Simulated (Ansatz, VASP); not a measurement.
**Two plane-wave programs on TiO2**

The input POSCAR:

```
TiO2
1.0
    0.0000000000      2.3968272525      2.3968272525
    2.3968272525      0.0000000000      2.3968272525
    2.3968272525      2.3968272525      0.0000000000
Ti O
1 2
Direct
    0.0000000000      0.0000000000      0.0000000000
    0.2500000000      0.2500000000      0.2500000000
    0.7500000000      0.7500000000      0.7500000000
```

The input INCAR.step1:

```
SYSTEM = TiO2
PREC     = Accurate       ! precision mode
ENCUT    = 520            ! plane-wave cutoff, eV
EDIFF    = 1E-5           ! SCF threshold, eV
ISMEAR   = 0              ! smearing method
SIGMA    = 0.01           ! smearing width, eV
LREAL    = .False.        ! projectors in reciprocal space
LASPH    = .True.         ! aspherical terms in the spheres
NELM     = 80             ! most SCF steps
ALGO     = Normal         ! electronic algorithm
ISIF     = 2              ! what is computed and relaxed
LWAVE    = .True.         ! write WAVECAR
LCHARG   = .False.        ! write CHGCAR
GGA      = PE             ! functional
NBANDS   = 19             ! bands
```

The input INCAR.step2:

```
SYSTEM = TiO2
PREC     = Accurate       ! precision mode
ENCUT    = 520            ! plane-wave cutoff, eV
EDIFF    = 1E-6           ! SCF threshold, eV
ISMEAR   = 0              ! smearing method
SIGMA    = 0.01           ! smearing width, eV
LREAL    = .False.        ! projectors in reciprocal space
LASPH    = .True.         ! aspherical terms in the spheres
NELM     = 80             ! most SCF steps
ALGO     = Normal         ! electronic algorithm
ISIF     = 2              ! what is computed and relaxed
LWAVE    = .False.        ! write WAVECAR
LCHARG   = .False.        ! write CHGCAR
GGA      = PE             ! functional
LHFCALC  = .True.         ! exact exchange
HFSCREEN = 0.2079         ! screening, 1/A
PRECFOCK = Normal       
ISTART   = 1            
NBANDS   = 19             ! bands
```

Contents of KPOINTS:

```
Automatic mesh
0
Gamma
  6 6 6
  0 0 0
```

Input for Ansatz:

```yaml
crystal:
  lattice:
    - [0.0, 2.3968272525, 2.3968272525]
    - [2.3968272525, 0.0, 2.3968272525]
    - [2.3968272525, 2.3968272525, 0.0]
  atoms:
    - { symbol: Ti, position: [0.0, 0.0, 0.0] }
    - { symbol: O, position: [0.25, 0.25, 0.25] }
    - { symbol: O, position: [0.75, 0.75, 0.75] }
kpoints:
  mp_grid: { grid: [6, 6, 6] }
  band_path:
    path:
      - [0.0, 0.0, 0.0]
      - [0.5, 0.0, 0.5]
      - [0.625, 0.25, 0.625]
      - [0.375, 0.375, 0.75]
      - [0.5, 0.5, 0.5]
      - [0.5, 0.25, 0.75]
      - [0.0, 0.5, 0.5]
    npoints: 1
hamiltonian:
  xc: hse06
scf:
  occupations: { method: fixed }
  n_extra_bands: 4
output:
  forces: true
  stress: true
  eigenvalues: true
```

Alike in both runs: task single point; functional HSE06; k mesh 6 × 6 × 6; no spin polarisation.

|  | VASP | Ansatz |
| --- | --- | --- |
| version | VASP 6.6.1 | Ansatz 0.2.0 |
| potentials or method | VASP PAW PBE potentials, release 64 (Ti_sv, O) | plane waves, PAW |
| plane-wave cutoff (eV) | 520 | 420 |
| occupations | gaussian, width 0.01 eV | fixed |
| valence electrons in the cell | 24 | 24 |

VASP gave:

```
gap on the k mesh at the Fermi level (eV) : 2.60
pressure (GPa)                            : -3.0
```

Which values does Ansatz return?

gap on the k mesh at the Fermi level (eV): 2.63; pressure (GPa): -3.9.

Ansatz's warnings: stress exchange threshold loose, stress scf threshold loose.
